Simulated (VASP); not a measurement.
LiNbO3, 10 atoms in the cell. The structure is trigonal, space group R-3c (No. 167). The conventional cell has a = 4.915 Å, b = 4.915 Å, c = 15.578 Å, α = 90.00°, β = 90.00°, γ = 120.00°. Li (site symmetry 32) has 3 O at 1.73 Å within 2.3 Å. Nb (site symmetry -3) has 6 O at 2.06 Å within 2.7 Å. Within 2.3 Å of O (site symmetry 2) lie 1 Li at 1.73 Å and 2 Nb at 2.06 Å.  This cell differs from its parent crystal: atoms shifted along a free coordinate, c/a of the conventional cell at fixed volume 3.1695.

```yaml
Program: VASP 6.6.1
Task: single point
Functional: PBE
Potentials_or_basis: VASP PAW PBE potentials, release 64 (Li_sv, Nb_sv, O)
Cutoff: 520 eV
k_mesh: 6 × 6 × 6
Occupations: gaussian, width 0.05 eV
Spin: no spin polarisation
Dipole_correction: no
Further_INCAR_settings: ALGO = Normal; EDIFF = 1e-06; NBANDS = 45
```

Potentials or basis: VASP PAW PBE potentials, release 64 (Li_sv, Nb_sv, O).

Launch:

```sh
$ cat potpaw_PBE.64/Li_sv/POTCAR potpaw_PBE.64/Nb_sv/POTCAR potpaw_PBE.64/O/POTCAR > POTCAR
$ mpirun -np 1 vasp_std > vasp.out
```

Hardware: 1 thread of Intel(R) Xeon(R) Platinum 8488C (Sapphire Rapids) (shared host).

**Question.** Estimate the wall time of this run.

**Answer.** Run time: 3.4 min on 1 thread of Intel(R) Xeon(R) Platinum 8488C (Sapphire Rapids) (shared host), peak memory 0.36 GiB. Counts: scf iterations 16, k points 32.
